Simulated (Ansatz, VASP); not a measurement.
**Te2As: VASP beside Ansatz**

```
Te As
1.0
     4.24963    0.00000    0.00000
     0.00000    4.24963    0.00000
     0.00000    0.00000    9.82101
Te As
4 2
Direct
  0.50000 0.00000 0.64263
  0.00000 0.50000 0.35736
  0.50000 0.00000 0.03220
  0.00000 0.50000 0.96780
  0.50000 0.00000 0.36330
  0.00000 0.50000 0.63670
```

Change from the starting cell: relaxed end of: species swapped into the Ta2Se type (P4/nmm, No. 129).

Alike in both runs: task single point; functional PBE; k mesh 4 × 4 × 2; occupations gaussian, width 0.1 eV; no spin polarisation.

|  | VASP | Ansatz |
| --- | --- | --- |
| version | VASP 6.6.1 | Ansatz 0.2.0 |
| potentials or method | VASP PAW PBE potentials, release 64 (Te, As), cutoff 520 eV | scalar-relativistic, plane waves, PAW |
| valence electrons in the cell | 34 | 94 |

VASP gave:

- gap on the k mesh at the Fermi level (eV): none
- pressure (GPa): 0.1
- traceless stress, the component that is largest in VASP (GPa): 2.20
- rms of the force components (eV/Å): 0.154

Problem. Estimate Ansatz's values.

Solution. gap on the k mesh at the Fermi level (eV): none; pressure (GPa): 0.1; traceless stress, the component that is largest in VASP (GPa): 2.15; rms of the force components (eV/Å): 0.144.

Atom by atom the forces differ by 0.009 eV/Å (rms over components). A gap of «none» marks a metal or a gap that the smearing closes. VASP's potentials hold 34 valence electrons a cell and Ansatz's 94, so a difference there can come from the potentials and not from the codes.

The k mesh is coarse, so the values compare programs but aren't converged. Spin-orbit coupling is off throughout.
